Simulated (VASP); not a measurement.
F:

```
F
1.0
     2.47285   -1.61043    0.00000
     2.47285    1.61043    0.00000
     0.00000    0.00000    6.54497
F
4
Direct
  0.90542 0.09458 0.09639
  0.59458 0.40542 0.59639
  0.40542 0.59458 0.40361
  0.09458 0.90542 0.90361
```

Program: VASP 6.6.1. Alike in all runs: task single point; no spin polarisation; cell as given.

Task: Order these runs on this cell by their band gap on the k mesh, lowest first.
A. level PBE; potentials or basis VASP PAW PBE potentials, release 64 (F); k mesh 10 × 10 × 4; cutoff (eV) 600; smearing fermi-dirac 0.02 eV
B. level LDA; potentials or basis VASP PAW LDA potentials, release 64 (F); k mesh 10 × 10 × 4; cutoff (eV) 600; smearing gaussian 0.01 eV
C. level r2SCAN+rVV10; potentials or basis VASP PAW PBE potentials, release 64 (F); k mesh 8 × 8 × 4; cutoff (eV) 660; smearing fermi-dirac 0.02 eV

Result: B (2.61 eV), A (2.87 eV), C (3.69 eV).

A k mesh can miss the band edges.
